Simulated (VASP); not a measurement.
Crystal: Fe.

```
Fe
1.0
    -1.45256    1.45256    1.45256
     1.45256   -1.45256    1.45256
     1.45256    1.45256   -1.45256
Fe
1
Cartesian
  0.0000 0.0000 0.0000
```

Base run:

| Property | Result |
| --- | --- |
| Program | VASP 6.6.1 |
| Functional | b88 exchange, pbe correlation |
| Potentials or basis | VASP PAW PBE potentials, release 64 (Fe) |
| Cutoff | 600 eV |
| k mesh | 13 × 13 × 13 |
| Occupations | fermi-dirac, width 0.05 eV |
| Spin | collinear spin, ferromagnetic start |
| Starting moments | [3.0] μB |

Its results: pressure -11.5 GPa; net moment 2.35 μB per cell; site moments Fe +2.36 μB.

Q: The run is repeated on the same cell with these changes: functional from b88 exchange, pbe correlation to HF; cutoff from 600 eV to 520 eV; k mesh from 13 × 13 × 13 to 7 × 7 × 7. What comes out?

A: Pressure 42.8 GPa; net moment 3.17 μB per cell; site moments Fe +3.32 μB.

Several settings changed at once.

Caveats: some runs use coarse meshes; the PAW data sets were made with another functional, which shifts forces and pressure a little; the cell stands under tension (at least some runs).
